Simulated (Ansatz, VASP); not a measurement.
# SrO: VASP beside Ansatz

The input POSCAR:

```
SrO
1.0
    0.0342519743      2.8265324913      2.8265324913
    2.8265324913      0.0342519743      2.8265324913
    2.8265324913      2.8265324913      0.0342519743
Sr O
1 1
Direct
    0.0010233358      0.0010233358      0.0010233358
    0.2489766642      0.2489766642      0.2489766642
```

The input INCAR.step1:

```
SYSTEM = SrO
PREC = Accurate
ENCUT = 520
ISMEAR = 0
SIGMA = 0.01
LREAL = .FALSE.
LASPH = .TRUE.
NELM = 100
NBANDS = 15
GGA = PE
ALGO = Normal
EDIFF = 1E-4
LWAVE = .TRUE.
LCHARG = .FALSE.
```

The input INCAR.step2:

```
SYSTEM = SrO
PREC = Accurate
ENCUT = 520
EDIFF = 1E-6
ISMEAR = 0
SIGMA = 0.01
LREAL = .FALSE.
LASPH = .TRUE.
NELM = 100
ALGO = Normal
ISIF = 2
LWAVE = .FALSE.
LCHARG = .TRUE.
METAGGA = R2SCAN
LMIXTAU = .TRUE.
LELF = .TRUE.
LVHAR = .TRUE.
NBANDS = 15
ISTART = 1
```

Contents of KPOINTS:

```
regular mesh
0
G
  8 8 8
  0 0 0
```

Input for Ansatz:

```yaml
crystal:
  lattice:
    - [0.0342519743, 2.8265324913, 2.8265324913]
    - [2.8265324913, 0.0342519743, 2.8265324913]
    - [2.8265324913, 2.8265324913, 0.0342519743]
  atoms:
    - { symbol: Sr, position: [0.0010233358, 0.0010233358, 0.0010233358] }
    - { symbol: O, position: [0.2489766642, 0.2489766642, 0.2489766642] }
kpoints:
  mp_grid: { grid: [8, 8, 8] }
  band_path:
    path:
      - [0.0, 0.0, 0.0]
      - [-0.5, -0.5, 0.0]
      - [-0.375, -0.375, 0.25]
      - [-0.375, 0.0, 0.375]
      - [0.0, 0.0, 0.5]
      - [-0.5, -0.25, 0.25]
    npoints: 1
hamiltonian:
  xc: r2scan
scf:
  occupations: { method: fixed }
  n_extra_bands: 4
output:
  forces: true
  stress: true
  eigenvalues: true
```

Change from the starting cell: shear_111 strain +1.8%.

Alike in both runs: task single point; functional r2SCAN; k mesh 8 × 8 × 8; no spin polarisation.

|  | VASP | Ansatz |
| --- | --- | --- |
| version | VASP 6.6.1 | Ansatz 0.2.0 |
| potentials or method | VASP PAW PBE potentials, release 64 (Sr_sv, O) | plane waves, PAW |
| plane-wave cutoff (eV) | 520 | 500 |
| occupations | gaussian, width 0.01 eV | fixed |
| valence electrons in the cell | 16 | 16 |

VASP gave:

- gap on the k mesh at the Fermi level (eV): 2.85
- pressure (GPa): -0.7
- traceless stress, the component that is largest in VASP (GPa): -0.34

Which values does Ansatz return?

gap on the k mesh at the Fermi level (eV): 2.84; pressure (GPa): -1.2; traceless stress, the component that is largest in VASP (GPa): -0.34.

VASP's potentials were made for PBE, not for r2SCAN.
